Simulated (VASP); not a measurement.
Here is a VASP 6.6.1 calculation.

POSCAR

```
SiN
1.0
    2.7100141463      0.0000000000      0.0000000000
   -1.3550070732      2.3469410953      0.0000000000
    0.0000000000      0.0000000000      5.2882785690
Si N
2 2
Direct
    0.6666666667      0.3333333333      0.7500000000
    0.3333333333      0.6666666667      0.2500000000
    0.0000000000      0.0000000000      0.0000000000
    0.0000000000      0.0000000000      0.5000000000
```

The input INCAR.step1:

```
PREC = Accurate ; ENCUT = 520
ISMEAR = 0 ; SIGMA = 0.1
LREAL = False ; LASPH = True
NELM = 60 ; NBANDS = 17
GGA = PE ; ALGO = Normal
EDIFF = 1E-4 ; LWAVE = True
LCHARG = False
```

INCAR.step2

```
PREC = Accurate ; ENCUT = 520
EDIFF = 1E-6 ; ISMEAR = 0
SIGMA = 0.1 ; LREAL = False
LASPH = True ; NELM = 60
ALGO = Normal ; ISIF = 2
LWAVE = False ; LCHARG = False
METAGGA = R2SCAN ; LMIXTAU = True
NBANDS = 17 ; ISTART = 1
```

File KPOINTS:

```
regular mesh
0
Gamma
  18 18 8
```

Potentials or basis: VASP PAW PBE potentials, release 64 (Si, N).

Command:

```sh
$ cat potpaw_PBE.64/Si/POTCAR potpaw_PBE.64/N/POTCAR > POTCAR
$ cp INCAR.step1 INCAR
$ mpirun -np 1 vasp_std > vasp.out
$ cp INCAR.step2 INCAR
$ mpirun -np 1 vasp_std > vasp.out
```

(1) Predict the band gap on the k mesh.

(2) Predict the pressure.

Answers

(1) zero (bands 9 and 10 overlap by 5.85 eV).

(2) 0.4 GPa.

Caveat: the PAW data sets were made with another functional, which shifts forces and pressure a little.
